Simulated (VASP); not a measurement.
# TiCo (Pm-3m) in VASP: notebook

Runs on TiCo. Level: PBEsol. Tasks: single point.

Program: VASP 6.6.1. These are calculated values, not measurements. Logs are shortened: lines on timing, memory, paths and dates and some standing lists are left out, and cuts for length are marked.

**1. The cell of the first run**

It takes space group Pm-3m (No. 221, cubic). Conventional cell: a = 2.939 Å, b = 2.939 Å, c = 2.939 Å, α = 90.00°, β = 90.00°, γ = 90.00°. Within 3.4 Å of Ti (site symmetry m-3m) lie 8 Co at 2.54 Å and 6 Ti at 2.94 Å. Within 3.4 Å of Co (site symmetry m-3m) lie 8 Ti at 2.54 Å and 6 Co at 2.94 Å.

**2. Single point, PBEsol, collinear spin, ferromagnetic start**

INCAR reads:

```
SYSTEM = TiCo
PREC = Accurate
ENCUT = 520
EDIFF = 1E-7
ISMEAR = 0
SIGMA = 0.15
LREAL = .False.
LASPH = .True.
NELM = 150
ALGO = Normal
ISIF = 2
LWAVE = .False.
LCHARG = .False.
ISPIN = 2
MAGMOM = 0 0.75
LORBIT = 11
LMAXMIX = 4
GGA = PS
NBANDS = 22
```

KPOINTS reads:

```
regular mesh
0
Gamma
  20 20 20
  0 0 0
```

POSCAR reads:

```
TiCo
1.0
    2.9385073288      0.0000000000      0.0000000000
    0.0000000000      2.9385073288      0.0000000000
    0.0000000000      0.0000000000      2.9385073288
Ti Co
1 1
Direct
    0.0000000000      0.0000000000      0.0000000000
    0.5000000000      0.5000000000      0.5000000000
```

Potentials or basis: VASP PAW PBE potentials, release 64 (Ti_sv, Co).

Command:

```console
cat potpaw_PBE.64/Ti_sv/POTCAR potpaw_PBE.64/Co/POTCAR > POTCAR
mpirun -np 1 vasp_std > vasp.out
```

OUTCAR:

```text
SYSTEM = TiCo
   PREC = Accurate
   ENCUT = 520
   EDIFF = 1E-7
   ISMEAR = 0
   LREAL = .False.
   LASPH = .True.
   NELM = 150
   ISIF = 2
   ISPIN = 2
   LORBIT = 11
   GGA = PS

 ion  position               nearest neighbor table
   1  0.000  0.000  0.000-   2 2.54   2 2.54   2 2.54   2 2.54   2 2.54   2 2.54   2 2.54   2 2.54

   2  0.500  0.500  0.500-   1 2.54   1 2.54   1 2.54   1 2.54   1 2.54   1 2.54   1 2.54   1 2.54

  LATTYP: Found a simple cubic cell.
 ALAT       =     2.9385073288

  Lattice vectors:

 A1 = (   2.9385073288,   0.0000000000,   0.0000000000)
 A2 = (   0.0000000000,   2.9385073288,   0.0000000000)
 A3 = (   0.0000000000,   0.0000000000,   2.9385073288)

Analysis of symmetry for initial positions (statically):
=====================================================================
 Subroutine PRICEL returns:
 Original cell was already a primitive cell.

 Routine SETGRP: Setting up the symmetry group for a
 simple cubic supercell.

 Subroutine GETGRP returns: Found 48 space group operations
 (whereof 48 operations were pure point group operations)
 out of a pool of 48 trial point group operations.

The static configuration has the point symmetry O_h .

Analysis of symmetry for dynamics (positions and initial velocities):
=====================================================================
 Subroutine PRICEL returns:
 Original cell was already a primitive cell.

 Routine SETGRP: Setting up the symmetry group for a
 simple cubic supercell.

 Subroutine GETGRP returns: Found 48 space group operations
 (whereof 48 operations were pure point group operations)
 out of a pool of 48 trial point group operations.

The dynamic configuration has the point symmetry O_h .

Analysis of structural, dynamic, and magnetic symmetry:
=====================================================================
 Subroutine PRICEL returns:
 Original cell was already a primitive cell.

 Routine SETGRP: Setting up the symmetry group for a
 simple cubic supercell.

 Subroutine GETGRP returns: Found 48 space group operations
 (whereof 48 operations were pure point group operations)
 out of a pool of 48 trial point group operations.

The overall configuration has the point symmetry O_h .

 Subroutine INISYM returns: Found 48 space group operations
 (whereof 48 operations are pure point group operations),
 and found     1 'primitive' translations

[... 115 lines left out ...]
  volume/ion in A,a.u.               =      12.69        85.61
  Fermi-wavevector in a.u.,A,eV,Ry     =   1.537049  2.904602 32.144047  2.362521
  Thomas-Fermi vector in A             =   2.643613
   LORBIT       =     11    0 simple, 1 ext, 2 COOP (PROOUT), +10 PAW based schemes
   GGA     = PS    functional components
   LHFCALC =     F    Hartree Fock is set to
   AEXX    =    0.0000 exact exchange contribution
   IVDW    =     0    specifies the selected vdW correction
   LEPSILON=     F    determine dielectric tensor
   LRPA    =     F    only Hartree local field effects (RPA)
 spin polarized calculation
 Gauss-broadening in eV      SIGMA  =   0.15
  energy-cutoff  :      520.00
  volume of cell :       25.37
 maximum number of plane-waves:       711
 NGX is ok and might be reduce to    24
   NGX = 11   NGY = 11   NGZ = 11

 number of electron      21.0000006 magnetization       0.6317619

 Free energy of the ion-electron system (eV)
  ---------------------------------------------------
  ext. energy  EPLUGINS =         0.00000000
  ---------------------------------------------------
  free energy    TOTEN  =       -16.91311628 eV

  energy without entropy =      -16.88770100  energy(sigma->0) =      -16.90040864

 E-fermi :  10.4060     XC(G=0): -12.9948

 val. band max:       10.4036007948   @ k =   0.5000   0.4000   0.4000
 cond. band min:      10.4087040231   @ k =   0.5000   0.5000   0.3500
 fundamental gap:      0.0051032283
 Fermi energy:        10.4059875945

 spin component 1

 k-point     1 :       0.0000    0.0000    0.0000
  band No.  band energies     occupation
      1     -46.4570      1.00000
      2     -22.6330      1.00000
      3     -22.6330      1.00000
      4     -22.6330      1.00000
      5       2.4996      1.00000
      6       6.1175      1.00000
[... 589 lines left out ...]
     21      29.8236      0.00000
     22      31.1507      0.00000

 [... further k-points ...]

 spin component 2

 k-point     1 :       0.0000    0.0000    0.0000
  band No.  band energies     occupation
      1     -46.4509      1.00000
      2     -22.6277      1.00000
      3     -22.6277      1.00000
      4     -22.6277      1.00000
      5       2.5224      1.00000
      6       6.5502      1.00000
[... 589 lines left out ...]
     21      29.8047      0.00000
     22      31.1210      0.00000

 [... further k-points ...]

------------------------ aborting loop because EDIFF is reached ----------------------------------------

  FORCE on cell =-STRESS in cart. coord.  units (eV):
  Direction    XX          YY          ZZ          XY          YZ          ZX
  --------------------------------------------------------------------------------------
  -------------------------------------------------------------------------------------
  Total       -0.0578345     -0.0578345     -0.0578345     -0.0000000     -0.0000000      0.0000000
  in kB       -3.6518861     -3.6518861     -3.6518861     -0.0000000     -0.0000000      0.0000000
  external PRESSURE =      -3.6518861 kB  Pullay stress =       0.0000000 kB

 VOLUME and BASIS-vectors are now :
 -----------------------------------------------------------------------------
  energy-cutoff  :      520.00
  volume of cell :       25.37
      direct lattice vectors                 reciprocal lattice vectors
     2.938507329  0.000000000  0.000000000     0.340308833  0.000000000  0.000000000
     0.000000000  2.938507329  0.000000000     0.000000000  0.340308833  0.000000000
     0.000000000  0.000000000  2.938507329     0.000000000  0.000000000  0.340308833

 POSITION                                       TOTAL-FORCE (eV/Angst)
 -----------------------------------------------------------------------------------
      0.00000      0.00000      0.00000         0.000000      0.000000      0.000000
      1.46925      1.46925      1.46925         0.000000      0.000000      0.000000
 -----------------------------------------------------------------------------------
    total drift:                                0.000000      0.000000     -0.000000

  FREE ENERGIE OF THE ION-ELECTRON SYSTEM (eV)
  ---------------------------------------------------
  free  energy   TOTEN  =       -16.9131162793 eV

  energy  without entropy=      -16.8877010045  energy(sigma->0) =      -16.90040864

 total charge

# of ion       s       p       d       tot
------------------------------------------
    1        2.260   6.198   1.901  10.358
    2        0.543   0.483   7.351   8.377
--------------------------------------------------
tot          2.803   6.680   9.252  18.735

 magnetization (x)

# of ion       s       p       d       tot
------------------------------------------
    1       -0.002  -0.008   0.004  -0.006
    2        0.023  -0.001   0.638   0.660
--------------------------------------------------
tot          0.022  -0.009   0.641   0.654
```

OSZICAR:

```text
N       E                     dE             d eps       ncg     rms          rms(c)
DAV:   1     0.163142387363E+03    0.16314E+03   -0.95232E+03 25924   0.120E+03
DAV:   2    -0.907551726834E+01   -0.17222E+03   -0.16369E+03 25630   0.304E+02
DAV:   3    -0.191630283467E+02   -0.10088E+02   -0.99007E+01 31022   0.784E+01
[... 12 lines left out ...]
DAV:  16    -0.169130004957E+02   -0.60159E-04   -0.38200E-03 31772   0.571E-01    0.590E-02
DAV:  17    -0.169131038360E+02   -0.10334E-03   -0.15625E-03 28756   0.348E-01    0.200E-02
DAV:  18    -0.169131159913E+02   -0.12155E-04   -0.65681E-05 36574   0.726E-02    0.344E-03
DAV:  19    -0.169131162607E+02   -0.26936E-06   -0.13433E-06 27898   0.723E-03    0.188E-03
DAV:  20    -0.169131162793E+02   -0.18586E-07   -0.25990E-07 25952   0.400E-03
   1 F= -.16913116E+02 E0= -.16900409E+02  d E =-.254153E-01  mag=     0.6314
```

stdout:

```text
POSCAR found type information on POSCAR TiCo
 POSCAR found :  2 types and       2 ions
 scaLAPACK will be used
 -----------------------------------------------------------------------------
|                                                                             |
|                                                                             |
|     You enforced a specific xc type in the INCAR file but a different       |
|     I HOPE YOU KNOW WHAT YOU ARE DOING!                                     |
|                                                                             |
 -----------------------------------------------------------------------------

 LDA part: xc-table for (Slater+PW92), standard interpolation
 POSCAR, INCAR and KPOINTS ok, starting setup
 FFT: planning ... GRIDC
 FFT: planning ... GRID_SOFT
 FFT: planning ... GRID
 WAVECAR not read
 entering main loop
```

It took 2.6 min on 1 thread of Intel Xeon 6975P-C (Granite Rapids), shared host; peak memory 0.35 GiB.

What came out:

```
Free energy                                           : -16.9131 eV
Pressure                                              : -0.4 GPa
Net moment                                            : 0.63 μB per cell
Site moments                                          : Ti -0.01; Co +0.66 μB
Valence electrons inside the program's atomic spheres : Ti 10.36; Co 8.38
```

Levels at points of the mesh, in eV from the Fermi level:
Spin up:
| k point | band 7 | band 8 | band 9 | band 10 | band 11 | band 12 | band 13 | band 14 | band 15 | band 16 |
| --- | --- | --- | --- | --- | --- | --- | --- | --- | --- | --- |
| (0.00, 0.00, 0.00) | -4.29 | -1.82 | -1.82 | -1.82 | 0.60 | 0.60 | 2.86 | 2.86 | 2.86 | 9.25 |
| (0.50, 0.00, 0.00) | -3.00 | -1.92 | -1.92 | -1.41 | -0.84 | -0.32 | 0.67 | 0.67 | 2.35 | 4.12 |
| (0.50, 0.50, 0.00) | -2.77 | -2.77 | -1.22 | -0.57 | 0.69 | 0.69 | 1.20 | 2.65 | 2.65 | 3.28 |
| (0.50, 0.50, 0.50) | -2.79 | -2.25 | -2.25 | -2.25 | -1.19 | -1.19 | 3.37 | 3.37 | 7.33 | 8.70 |
Spin down:
```csv
k point,band 7,band 8,band 9,band 10,band 11,band 12,band 13,band 14
"(0.00, 0.00, 0.00)",-3.86,-1.40,-1.40,-1.40,0.98,0.98,2.95,2.95
"(0.50, 0.00, 0.00)",-2.20,-1.47,-1.47,-0.94,-0.89,0.47,0.68,0.68
"(0.50, 0.50, 0.00)",-2.45,-2.45,-0.23,0.14,0.70,0.70,1.35,2.81
"(0.50, 0.50, 0.50)",-2.42,-2.23,-2.23,-2.23,-0.20,-0.20,3.34,3.34
```

Caveat: the PAW data sets were made with another functional, which shifts forces and pressure a little.

**3. Single point, PBEsol, collinear spin, ferromagnetic start**

INCAR reads:

```
SYSTEM = TiCo
ALGO = Normal
EDIFF = 1E-7
ENCUT = 520
GGA = PS
ISIF = 2
ISMEAR = 0
ISPIN = 2
LASPH = .True.
LCHARG = .True.
LELF = .True.
LMAXMIX = 4
LORBIT = 11
LREAL = .False.
LVHAR = .True.
LWAVE = .False.
MAGMOM = 0 0.75
NBANDS = 22
NELM = 150
PREC = Accurate
SIGMA = 0.1
```

KPOINTS reads:

```
k-points
0
Gamma
  18 18 18
  0 0 0
```

POSCAR reads:

```
TiCo
1.0
    2.9385074037      0.0000000000      0.0000000000
    0.0000000000      2.9385074037      0.0000000000
    0.0000000000      0.0000000000      2.9385074037
Ti Co
1 1
Direct
    0.0000000000      0.0000000000      0.0000000000
    0.5000000000      0.5000000000      0.5000000000
```

Potentials or basis: VASP PAW PBE potentials, release 64 (Ti_sv, Co).

Command:

```console
cat potpaw_PBE.64/Ti_sv/POTCAR potpaw_PBE.64/Co/POTCAR > POTCAR
mpirun -np 1 vasp_std > vasp.out
```

It took 5.5 min on 1 thread of AMD EPYC 7R13 (Zen 3), shared host; peak memory 0.27 GiB.

It converged, with:

* Free energy: -16.9056 eV
* Pressure: -0.2 GPa
* Net moment: 0.69 μB per cell
* Site moments: Ti -0.00; Co +0.72 μB
* Valence electrons inside the program's atomic spheres: Ti 10.36; Co 8.38

Levels at points of the mesh, in eV from the Fermi level:
Spin up:
| k point | band 9 | band 10 | band 11 | band 12 | band 13 | band 14 |
| --- | --- | --- | --- | --- | --- | --- |
| (0.00, 0.00, 0.00) | -1.85 | -1.85 | 0.58 | 0.58 | 2.85 | 2.85 |
| (0.50, 0.00, 0.00) | -1.95 | -1.45 | -0.84 | -0.37 | 0.66 | 0.66 |
| (0.50, 0.50, 0.00) | -1.28 | -0.61 | 0.69 | 0.69 | 1.19 | 2.64 |
| (0.50, 0.50, 0.50) | -2.25 | -2.25 | -1.25 | -1.25 | 3.37 | 3.37 |
Spin down:
```csv
k point,band 8,band 9,band 10,band 11,band 12,band 13
"(0.00, 0.00, 0.00)",-1.40,-1.40,-1.40,1.00,1.00,2.95
"(0.50, 0.00, 0.00)",-1.47,-1.47,-0.93,-0.89,0.49,0.69
"(0.50, 0.50, 0.00)",-2.44,-0.21,0.17,0.70,0.70,1.35
"(0.50, 0.50, 0.50)",-2.23,-2.23,-2.23,-0.17,-0.17,3.34
```

Caveat: the PAW data sets were made with another functional, which shifts forces and pressure a little.
